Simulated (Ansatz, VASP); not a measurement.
# HfN in VASP and in Ansatz

```xyz
2
Lattice="0.0000 2.2741 2.2741 2.2741 0.0000 2.2741 2.2741 2.2741 0.0000" Properties=species:S:1:pos:R:3 pbc="T T T"
Hf    0.0000    0.0000    0.0000
N     2.2741    2.2741    2.2741
```

Alike in both runs: functional PBE; k mesh 16 × 16 × 16; occupations gaussian, width 0.1 eV; no spin polarisation.

Ansatz relaxed the structure, and its values are those at the end. VASP's run is a single point on that final structure, the one shown.

|  | VASP | Ansatz |
| --- | --- | --- |
| version | VASP 6.6.1 | Ansatz 0.2.0 |
| potentials or method | VASP PAW PBE potentials, release 64 (Hf_pv, N), cutoff 600 eV | scalar-relativistic, all-electron LAPW |

```tsv
	VASP	Ansatz	Ansatz less VASP
gap on the k mesh at the Fermi level (eV)	none	none	-
pressure (GPa)	-2.5	0.0	+2.51
```

A gap of «none» marks a metal or a gap that the smearing closes. Ansatz ran all-electron here, and VASP with PAW potentials.

Spin-orbit coupling is off throughout.
